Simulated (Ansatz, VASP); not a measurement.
# Two plane-wave programs on La

```
La
1.0
     3.77270    0.00000    0.00000
    -1.88635    3.26725    0.00000
     0.00000    0.00000   12.11270
La
4
Direct
  0.00000 0.00000 0.00000
  0.00000 0.00000 0.50000
  0.33333 0.66667 0.75000
  0.66667 0.33333 0.25000
```

Alike in both runs: task single point; functional PBE; k mesh 2 × 2 × 1; occupations fermi-dirac, width 0.1 eV; no spin polarisation.

```csv
,VASP,Ansatz
version,VASP 6.6.1,Ansatz 0.2.0
potentials or method,"VASP PAW PBE potentials, release 64 (La), cutoff 520 eV","plane waves (420 eV) with PAW, scalar-relativistic"
valence electrons in the cell,44,44
```

```csv
,VASP,Ansatz,Ansatz less VASP
pressure (GPa),-6.4,-6.4,-0.08
"traceless stress, the component that is largest in VASP (GPa)",12.83,12.86,+0.038
```

The k mesh is coarse, so the values compare programs but aren't converged. Neither program's run includes spin-orbit coupling.
